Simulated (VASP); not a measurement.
# Te2Mo in VASP: a series of runs

Runs on Te2Mo. Level: LDA. Tasks: single point.

All numbers are computed with VASP 6.6.1; they aren't measurements. Logs are shortened: lines on timing, memory, paths and dates and some standing lists are left out, and cuts for length are marked.

### 1 The cell of the first run

The cell holds a slab with vacuum, 3 atoms: a = 3.560 Å, b = 3.560 Å, c = 17.524 Å, α = 90.00°, β = 90.00°, γ = 120.00°.

### 2 Single point, LDA

The input, INCAR:

```
PREC = Accurate
ENCUT = 520
EDIFF = 1E-6
ISMEAR = -1
SIGMA = 0.1
LREAL = F
LASPH = T
NELM = 100
ALGO = Normal
ISIF = 2
LWAVE = F
LCHARG = F
NBANDS = 20
```

The input, KPOINTS:

```
regular mesh
0
Gamma
  3 3 1
```

The input, POSCAR:

```
Te2Mo
1.0
    3.5602328100      0.0000000000      0.0000000000
   -1.7801164100      3.0832520600      0.0000000000
    0.0000000000      0.0000000000     17.5240578200
Te Mo
2 1
Direct
    0.3333333333      0.6666666667      0.8978554500
    0.3333333333      0.6666666667      0.1021445500
    0.0000000000      0.0000000000      0.0000000000
```

Potentials or basis: VASP PAW LDA potentials, release 64 (Te, Mo_sv).

On the command line:

```bash
> cat potpaw_LDA.64/Te/POTCAR potpaw_LDA.64/Mo_sv/POTCAR > POTCAR
> mpirun -np 1 vasp_std > vasp.out
```

OUTCAR:

```text
PREC = Accurate
   ENCUT = 520
   EDIFF = 1E-6
   ISMEAR = -1
   LREAL = F
   LASPH = T
   NELM = 100
   ISIF = 2

 ion  position               nearest neighbor table
   1  0.333  0.667  0.898-   3 2.73   3 2.73   3 2.73   2 3.58
   2  0.333  0.667  0.102-   3 2.73   3 2.73   3 2.73   1 3.58
   3  0.000  0.000  0.000-   1 2.73   2 2.73   1 2.73   2 2.73   1 2.73   2 2.73

  LATTYP: Found a hexagonal cell.
 ALAT       =     3.5602328100
 C/A-ratio  =     4.9221662614

  Lattice vectors:

 A1 = (   3.5602328100,   0.0000000000,   0.0000000000)
 A2 = (  -1.7801164100,   3.0832520600,   0.0000000000)
 A3 = (   0.0000000000,   0.0000000000,  17.5240578200)

Analysis of symmetry for initial positions (statically):
=====================================================================
 Subroutine PRICEL returns:
 Original cell was already a primitive cell.

 Routine SETGRP: Setting up the symmetry group for a
 hexagonal supercell.

 Subroutine GETGRP returns: Found 12 space group operations
 (whereof 12 operations were pure point group operations)
 out of a pool of 24 trial point group operations.

The static configuration has the point symmetry D_3h.

Analysis of symmetry for dynamics (positions and initial velocities):
=====================================================================
 Subroutine PRICEL returns:
 Original cell was already a primitive cell.

 Routine SETGRP: Setting up the symmetry group for a
 hexagonal supercell.

 Subroutine GETGRP returns: Found 12 space group operations
 (whereof 12 operations were pure point group operations)
 out of a pool of 24 trial point group operations.

The dynamic configuration has the point symmetry D_3h.

 Subroutine INISYM returns: Found 12 space group operations
 (whereof 12 operations are pure point group operations),
 and found     1 'primitive' translations

----------------------------------------------------------------------------------------

                                     Primitive cell

  volume of cell :     192.3633

  direct lattice vectors                    reciprocal lattice vectors
     3.560232810  0.000000000  0.000000000     0.280880508  0.162166437  0.000000000
    -1.780116410  3.083252060  0.000000000     0.000000000  0.324332873  0.000000000
     0.000000000  0.000000000 17.524057820     0.000000000  0.000000000  0.057064409

  length of vectors
     3.560232810  3.560232815 17.524057820     0.324332874  0.324332873  0.057064409

  position of ions in fractional coordinates (direct lattice)
     0.333333333  0.666666667  0.897855450
     0.333333333  0.666666667  0.102144550
     0.000000000  0.000000000  0.000000000

  ion indices of the primitive-cell ions
   primitive index   ion index
                 1           1
                 2           2
                 3           3

----------------------------------------------------------------------------------------

 KPOINTS: regular mesh

Automatic generation of k-mesh.
 Grid dimensions read from file:
 generate k-points for:    3    3    1

 Generating k-lattice:

  Cartesian coordinates                     Fractional coordinates (reciprocal lattice)
     0.093626836  0.054055479  0.000000000     0.333333333  0.000000000  0.000000000
     0.000000000  0.108110958  0.000000000     0.000000000  0.333333333  0.000000000
     0.000000000  0.000000000  0.057064409     0.000000000  0.000000000  1.000000000

  Length of vectors
     0.108110958  0.108110958  0.057064409

  Shift w.r.t. Gamma in fractional coordinates (k-lattice)
     0.000000000  0.000000000  0.000000000

 Subroutine IBZKPT returns following result:
 ===========================================

 Found      3 irreducible k-points:

 Following reciprocal coordinates:
            Coordinates               Weight
  0.000000  0.000000  0.000000      1.000000
  0.333333  0.000000  0.000000      6.000000
  0.333333  0.333333  0.000000      2.000000
   k-points           NKPTS =      3   k-points in BZ     NKDIM =      3   number of bands    NBANDS=     20
   number of dos      NEDOS =    301   number of ions     NIONS =      3
   total plane-waves  NPLWV = 109760
   dimension x,y,z NGX =    28 NGY =   28 NGZ =  140
   dimension x,y,z NGXF=    56 NGYF=   56 NGZF=  280
   ions per type =               2   1
   NGX,Y,Z   is equivalent  to a cutoff of  13.07, 13.07, 13.28 a.u.
   NGXF,Y,Z  is equivalent  to a cutoff of  26.15, 26.15, 26.56 a.u.
 SYSTEM =  unknown system
   PREC   = accura    normal or accurate (medium, high low for compatibility)
   ISTART =      0    job   : 0-new  1-cont  2-samecut
   ICHARG =      2    charge: 1-file 2-atom 10-const
   ISPIN  =      1    spin polarized calculation?
   LNONCOLLINEAR =      F non collinear calculations
   LSORBIT =      F    spin-orbit coupling
   LASPH  =      T    aspherical Exc in radial PAW
   ENCUT  =  520.0 eV  38.22 Ry    6.18 a.u.   6.62  6.62 32.58*2*pi/ulx,y,z
   NELM   =    100;   NELMIN=  2; NELMDL= -5     # of ELM steps
   EDIFF  = 0.1E-05   stopping-criterion for ELM
   LREAL  =      F    real-space projection
   EDIFFG = 0.1E-04   stopping-criterion for IOM
   NSW    =      0    number of steps for IOM
   IBRION =     -1    ionic relax: 0-MD 1-quasi-New 2-CG
   NFREE  =      0    steps in history (QN), initial steepest desc. (CG)
   ISIF   =      2    stress and relaxation
   ISYM   =      2    0-nonsym 1-usesym 2-fastsym
   POTIM  = 0.5000    time-step for ionic-motion
   TEBEG  =    0.0;   TEEND  =   0.0 temperature during run
   PSTRESS=    0.0 pullay stress
   NELECT =      26.0000    total number of electrons
   NUPDOWN=      -1.0000    fix difference up-down
   EMIN   =  10.00;   EMAX   =-10.00  energy-range for DOS
   EFERMI =   0.00;   METHOD = LEGACY
   ISMEAR =    -1;   SIGMA  =   0.10  broadening in eV -4-tet -1-fermi 0-gaus
   EFERMI_NEDOS =   21; number of points for ismear=-14 and -15
   IALGO  =     38    algorithm
   IMIX   =      4    mixing-type and parameters
     AMIX     =   0.40;   BMIX     =  1.00
     AMIX_MAG =   1.60;   BMIX_MAG =  1.00
  volume/ion in A,a.u.               =      64.12       432.71
  Fermi-wavevector in a.u.,A,eV,Ry     =   0.840153  1.587660  9.603777  0.705858
  Thomas-Fermi vector in A             =   1.954489
   LORBIT       =      0    0 simple, 1 ext, 2 COOP (PROOUT), +10 PAW based schemes
   GGA     = CA    functional components
   LHFCALC =     F    Hartree Fock is set to
   AEXX    =    0.0000 exact exchange contribution
   IVDW    =     0    specifies the selected vdW correction
   LEPSILON=     F    determine dielectric tensor
   LRPA    =     F    only Hartree local field effects (RPA)
 non-spin polarized calculation
  energy-cutoff  :      520.00
  volume of cell :      192.36
 maximum number of plane-waves:      5225
 NGX is ok and might be reduce to    28
   NGX = 13   NGY = 13   NGZ = 65

 number of electron      26.0000000 magnetization

 Free energy of the ion-electron system (eV)
  ---------------------------------------------------
  ext. energy  EPLUGINS =         0.00000000
  ---------------------------------------------------
  free energy    TOTEN  =       -20.54186271 eV

  energy without entropy =      -20.53799122  energy(sigma->0) =      -20.53992697

 E-fermi :   0.5088     XC(G=0):  -4.8333

 val. band max:        0.0157634686   @ k =   0.3333   0.3333   0.0000
 cond. band min:       1.0046915977   @ k =   0.3333   0.3333   0.0000
 fundamental gap:      0.9889281291
 Fermi energy:         0.5088308318

 k-point     1 :       0.0000    0.0000    0.0000
  band No.  band energies     occupation
      1     -60.2529      2.00000
      2     -34.6802      2.00000
      3     -34.4478      2.00000
      4     -34.4478      2.00000
      5     -12.6717      2.00000
      6     -11.7104      2.00000
      7      -4.9749      2.00000
      8      -1.7378      2.00000
      9      -1.6904      2.00000
     10      -1.6904      2.00000
     11      -0.9535      2.00000
     12      -0.9535      2.00000
     13      -0.4654      1.99988
     14       2.9414      0.00000
     15       2.9414      0.00000
     16       3.2515      0.00000
     17       3.2515      0.00000
     18       4.2291      0.00000
     19       4.7510      0.00000
     20       5.5538      0.00000

 k-point     2 :       0.3333    0.0000    0.0000
  band No.  band energies     occupation
      1     -60.2464      2.00000
      2     -34.6604      2.00000
      3     -34.5366      2.00000
      4     -34.4685      2.00000
      5     -11.4013      2.00000
      6     -10.8555      2.00000
      7      -4.4762      2.00000
      8      -3.7133      2.00000
      9      -3.5292      2.00000
     10      -2.0855      2.00000
     11      -1.4564      2.00000
     12      -0.9554      2.00000
     13      -0.7733      1.99999
     14       1.4621      0.00014
     15       1.7172      0.00001
     16       2.5890      0.00000
     17       3.5475      0.00000
     18       5.3987      0.00000
     19       5.8049      0.00000
     20       6.0325      0.00000

 k-point     3 :       0.3333    0.3333    0.0000
  band No.  band energies     occupation
      1     -60.2432      2.00000
      2     -34.6505      2.00000
      3     -34.5381      2.00000
      4     -34.5216      2.00000
      5     -10.4813      2.00000
      6     -10.2431      2.00000
      7      -4.5405      2.00000
      8      -4.4192      2.00000
      9      -3.8320      2.00000
     10      -2.9917      2.00000
     11      -2.9457      2.00000
     12      -1.7271      2.00000
     13       0.0158      1.98566
     14       1.0047      0.01395
     15       1.8832      0.00000
     16       2.5498      0.00000
     17       3.9898      0.00000
     18       5.0213      0.00000
     19       5.0312      0.00000
     20       7.1712      0.00000

------------------------ aborting loop because EDIFF is reached ----------------------------------------

  FORCE on cell =-STRESS in cart. coord.  units (eV):
  Direction    XX          YY          ZZ          XY          YZ          ZX
  --------------------------------------------------------------------------------------
  -------------------------------------------------------------------------------------
  Total       -2.4884012     -2.4884012     -1.9900362      0.0000000      0.0000000      0.0000000
  in kB      -20.7256840    -20.7256841    -16.5748441      0.0000000      0.0000000      0.0000000
  external PRESSURE =     -19.3420707 kB  Pullay stress =       0.0000000 kB

 VOLUME and BASIS-vectors are now :
 -----------------------------------------------------------------------------
  energy-cutoff  :      520.00
  volume of cell :      192.36
      direct lattice vectors                 reciprocal lattice vectors
     3.560232810  0.000000000  0.000000000     0.280880508  0.162166437  0.000000000
    -1.780116410  3.083252060  0.000000000     0.000000000  0.324332873  0.000000000
     0.000000000  0.000000000 17.524057820     0.000000000  0.000000000  0.057064409

 POSITION                                       TOTAL-FORCE (eV/Angst)
 -----------------------------------------------------------------------------------
     -0.00000      2.05550     15.73407         0.000000     -0.000000      0.552563
     -0.00000      2.05550      1.78999         0.000000     -0.000000     -0.552563
      0.00000      0.00000      0.00000        -0.000000      0.000000      0.000000
 -----------------------------------------------------------------------------------
    total drift:                                0.000000     -0.000000     -0.000000

  FREE ENERGIE OF THE ION-ELECTRON SYSTEM (eV)
  ---------------------------------------------------
  free  energy   TOTEN  =       -20.5418627103 eV

  energy  without entropy=      -20.5379912216  energy(sigma->0) =      -20.53992697
```

Wall time 38 s (1 thread of Intel Xeon 6975P-C, shared host); peak memory 0.25 GiB.

Results:

| Quantity | Value |
| --- | --- |
| Free energy | -20.5419 eV |
| Largest force | 0.553 eV/Å |
| Band gap on the k mesh | 0.99 eV, direct |

Forces in eV/Å, atoms in the order of the input:
```
Te   0.000  0.000  0.553
Te   0.000  0.000 -0.553
Mo   0.000  0.000  0.000
```

Caveat: the k points lie up to 0.68 Å⁻¹ apart; spin-orbit coupling is left out, which moves the levels of the heavy elements.

### 3 Single point, LDA

Edit INCAR of step 2 so:

```diff
@@ -7,3 +7,3 @@
 LASPH = T
-NELM = 100
+NELM = 60
 ALGO = Normal
```

The input, KPOINTS:

```
regular mesh
0
Gamma
  5 5 1
```

POSCAR is that of step 2.

Potentials or basis: VASP PAW LDA potentials, release 64 (Te, Mo_sv).

On the command line:

```bash
> cat potpaw_LDA.64/Te/POTCAR potpaw_LDA.64/Mo_sv/POTCAR > POTCAR
> mpirun -np 1 vasp_std > vasp.out
```

Run time: 52 s. Hardware: 1 thread of Intel Xeon 6975P-C, shared host; peak memory 0.25 GiB.

It converged, with:

```
Free energy            : -20.4071 eV
Largest force          : 0.374 eV/Å
Band gap on the k mesh : 1.44 eV, direct
```

Forces on the atoms (eV/Å):
```
Te   0.000  0.000  0.374
Te   0.000  0.000 -0.374
Mo   0.000  0.000  0.000
```

Levels at points of the mesh, in eV from the valence-band top:
```tsv
k point	band 11	band 12	band 13	band 14	band 15	band 16
(0.00, 0.00, 0.00)	-0.74	-0.74	-0.21	3.22	3.22	3.51
```

Caveat: spin-orbit coupling is left out, which moves the levels of the heavy elements.
